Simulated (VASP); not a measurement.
Here is a VASP 6.6.1 calculation.

The input INCAR:

```
SYSTEM = WS2
PREC     = Accurate       ! precision mode
ENCUT    = 520            ! plane-wave cutoff, eV
EDIFF    = 1E-6           ! SCF threshold, eV
ISMEAR   = -1             ! smearing method
SIGMA    = 0.17           ! smearing width, eV
LREAL    = .False.        ! projectors in reciprocal space
LASPH    = .True.         ! aspherical terms in the spheres
NELM     = 60             ! most SCF steps
ALGO     = Normal         ! electronic algorithm
ISIF     = 2              ! what is computed and relaxed
LWAVE    = .False.        ! write WAVECAR
LCHARG   = .False.        ! write CHGCAR
GGA      = CA             ! functional
NBANDS   = 64             ! bands
```

The input KPOINTS:

```
regular mesh
0
Gamma
  2 2 2
  0 0 0
```

File POSCAR:

```
WS2
1.0
   -3.2599410000     -1.8821280000      6.3622860000
    3.2599410000     -1.8821280000      6.3622860000
    0.0000000000      3.7642550000      6.3622860000
W S
4 8
Direct
    0.0774566424     -0.0021767006     -0.1031315662
    0.5251724235      0.5234239256     -0.0996764169
    0.5361746792      0.0043245629      0.3916814237
    0.0303167306      0.5167672522      0.4366819151
    0.2518261739      0.2947103856      0.1908084765
    0.4412040534      0.4555601414      0.2912993409
    0.8009531243      0.7746336296      0.1883389797
    0.9590885253      0.9293947363      0.3262709950
    0.7332185974      0.2933333357      0.6609547272
    0.9394353539      0.4208063357      0.8295529848
    0.2779384646      0.7758002357      0.6313788817
    0.5154992336      0.8969478549      0.7857879484
```

Potentials or basis: VASP PAW LDA potentials, release 64 (W_sv, S).

The run is started by

```bash
$ cat potpaw_LDA.64/W_sv/POTCAR potpaw_LDA.64/S/POTCAR > POTCAR
$ mpirun -np 1 vasp_std > vasp.out
```

(1) Predict the pressure.

(2) Predict the largest force.

(3) Predict the band gap on the k mesh.

Results:

(1) -4.1 GPa.

(2) 6.675 eV/Å.

(3) 0.52 eV (least direct gap 0.80 eV).

Caveat: the k points lie up to 0.58 Å⁻¹ apart; spin-orbit coupling is left out, which moves the levels of the heavy elements; forces of over 1 eV/Å act on the atoms, so gaps and moduli don't describe the material at rest.
